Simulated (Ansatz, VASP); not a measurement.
## Si in VASP and in Ansatz

INCAR

```
SYSTEM = Si
  PREC = Accurate
  ENCUT = 520
  EDIFF = 1E-6
  ISMEAR = 0
  SIGMA = 0.03
  LREAL = .False.
  LASPH = .True.
  NELM = 100
  ALGO = Normal
  ISIF = 2
  LWAVE = .False.
  LCHARG = .True.
  GGA = CA
  LELF = .True.
  LVHAR = .True.
  NBANDS = 16
```

KPOINTS

```
Automatic mesh
0
Gamma
  12 12 6
  0 0 0
```

The input POSCAR:

```
Si
1.0
    4.1378228574      0.0000000000      0.0000000000
   -2.0689114287      3.5834597108      0.0000000000
    0.0000000000      0.0000000000      5.8260122402
Si
4
Direct
    0.3333333333      0.6666666667      0.0630095000
    0.6666666667      0.3333333333      0.5630095000
    0.3333333333      0.6666666667      0.4369905000
    0.6666666667      0.3333333333      0.9369905000
```

Input for Ansatz:

```yaml
crystal:
  lattice:
    - [4.1378228574, 0.0, 0.0]
    - [-2.0689114287, 3.5834597108, 0.0]
    - [0.0, 0.0, 5.8260122402]
  atoms:
    - { symbol: Si, position: [0.3333333333, 0.6666666667, 0.0630095] }
    - { symbol: Si, position: [0.6666666667, 0.3333333333, 0.5630095] }
    - { symbol: Si, position: [0.3333333333, 0.6666666667, 0.4369905] }
    - { symbol: Si, position: [0.6666666667, 0.3333333333, 0.9369905] }
basis:
  ecutwfc: 420
kpoints:
  mp_grid: { grid: [12, 12, 6] }
hamiltonian:
  xc: lda
scf:
  occupations: { method: gaussian, width: 0.03 }
output:
  forces: true
  stress: true
  eigenvalues: true
```

Change from the starting cell: strain +0.080 along x and y, -0.080 along z, atoms carried along.

Alike in both runs: task single point; functional LDA; k mesh 12 × 12 × 6; occupations gaussian, width 0.03 eV; no spin polarisation.

```csv
,VASP,Ansatz
version,VASP 6.6.1,Ansatz 0.2.0
potentials or method,"VASP PAW LDA potentials, release 64 (Si), cutoff 520 eV","scalar-relativistic, plane waves, PAW"
valence electrons in the cell,16,16
```

|  | VASP | Ansatz | Ansatz less VASP |
| --- | --- | --- | --- |
| gap on the k mesh at the Fermi level (eV) | none | none | - |
| pressure (GPa) | -3.7 | -3.8 | -0.04 |
| traceless stress, the component that is largest in VASP (GPa) | 23.02 | 22.92 | -0.095 |
| rms of the force components (eV/Å) | 1.199 | 1.197 | -0.0012 |

LDA's correlation is that of Perdew and Zunger in VASP and of Perdew and Wang (1992) in Ansatz. Atom by atom the forces differ by 0.001 eV/Å (rms over components). A gap of «none» marks a metal or a gap that the smearing closes.
